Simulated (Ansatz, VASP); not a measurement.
# Sb2S: VASP beside Ansatz

```xyz
3
Lattice="0.0000 3.4122 3.4122 3.4122 0.0000 3.4122 3.4122 3.4122 0.0000" Properties=species:S:1:pos:R:3 pbc="T T T"
Sb    1.7061    1.7061    1.7061
Sb    5.1182    5.1182    5.1182
S     0.0000    0.0000    0.0000
```

Change from the starting cell: species swapped into the Sn2Pt type (Fm-3m, No. 225).

Alike in both runs: functional PBE; k mesh 12 × 12 × 12; occupations gaussian, width 0.1 eV; no spin polarisation.

Ansatz relaxed the structure, and its values are those at the end. VASP's run is a single point on that final structure, the one shown.

|  | VASP | Ansatz |
| --- | --- | --- |
| version | VASP 6.6.1 | Ansatz 0.2.0 |
| potentials or method | VASP PAW PBE potentials, release 64 (Sb, S), cutoff 520 eV | scalar-relativistic, plane waves, PAW |
| valence electrons in the cell | 16 | 36 |

|  | VASP | Ansatz | Ansatz less VASP |
| --- | --- | --- | --- |
| gap on the k mesh at the Fermi level (eV) | none | none | - |
| pressure (GPa) | -0.2 | 0.0 | +0.19 |

A gap of «none» marks a metal or a gap that the smearing closes. VASP's potentials hold 16 valence electrons a cell and Ansatz's 36, so a difference there can come from the potentials and not from the codes.

Spin-orbit coupling is off throughout.
